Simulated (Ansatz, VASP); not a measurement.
Two plane-wave programs on MgO2

The input INCAR:

```
SYSTEM = MgO2
PREC = Accurate
ENCUT = 520
EDIFF = 1E-6
ISMEAR = 0
SIGMA = 0.05
LREAL = .FALSE.
LASPH = .TRUE.
NELM = 60
ALGO = Normal
ISIF = 2
LWAVE = .FALSE.
LCHARG = .FALSE.
GGA = PS
NBANDS = 14
```

The input KPOINTS:

```
regular mesh
0
G
  12 12 12
  0 0 0
```

File POSCAR:

```
MgO2
1.0
    1.7331418973      1.0006299410      3.6337380299
   -1.7331418973      1.0006299410      3.6337380299
    0.0000000000     -2.0012598819      3.6337380299
Mg O
1 2
Direct
    0.0000000000      0.0000000000      0.0000000000
    0.4287860000      0.4287860000      0.4287860000
    0.5712140000      0.5712140000      0.5712140000
```

Input for Ansatz:

```yaml
crystal:
  lattice:
    - [1.7331418973, 1.000629941, 3.6337380299]
    - [-1.7331418973, 1.000629941, 3.6337380299]
    - [0.0, -2.0012598819, 3.6337380299]
  atoms:
    - { symbol: Mg, position: [0.0, 0.0, 0.0] }
    - { symbol: O, position: [0.428786, 0.428786, 0.428786] }
    - { symbol: O, position: [0.571214, 0.571214, 0.571214] }
basis:
  ecutwfc: 420
kpoints:
  mp_grid: { grid: [12, 12, 12] }
hamiltonian:
  xc: pbesol
scf:
  occupations: { method: gaussian, width: 0.05 }
output:
  forces: true
  stress: true
  eigenvalues: true
```

Change from the starting cell: strain +0.080 along x and y, +0.040 along z, atoms carried along.

Alike in both runs: task single point; functional PBEsol; k mesh 12 × 12 × 12; occupations gaussian, width 0.05 eV; no spin polarisation.

|  | VASP | Ansatz |
| --- | --- | --- |
| version | VASP 6.6.1 | Ansatz 0.2.0 |
| potentials or method | VASP PAW PBE potentials, release 64 (Mg, O), cutoff 520 eV | scalar-relativistic, plane waves, PAW |
| valence electrons in the cell | 14 | 22 |

VASP gave:

| Item | Value |
| --- | --- |
| gap on the k mesh at the Fermi level (eV) | 1.62 |
| least direct gap on the mesh (eV) | 1.62 |
| pressure (GPa) | -19.0 |
| traceless stress, the component that is largest in VASP (GPa) | -1.31 |
| rms of the force components (eV/Å) | 0.184 |

Problem. What did Ansatz give for the same quantities?

Solution. gap on the k mesh at the Fermi level (eV): 1.65; least direct gap on the mesh (eV): 1.65; pressure (GPa): -18.8; traceless stress, the component that is largest in VASP (GPa): -1.94; rms of the force components (eV/Å): 0.243.

VASP's potentials were made for PBE, not for PBEsol. Atom by atom the forces differ by 0.059 eV/Å (rms over components). VASP's potentials hold 14 valence electrons a cell and Ansatz's 22, so a difference there can come from the potentials and not from the codes.
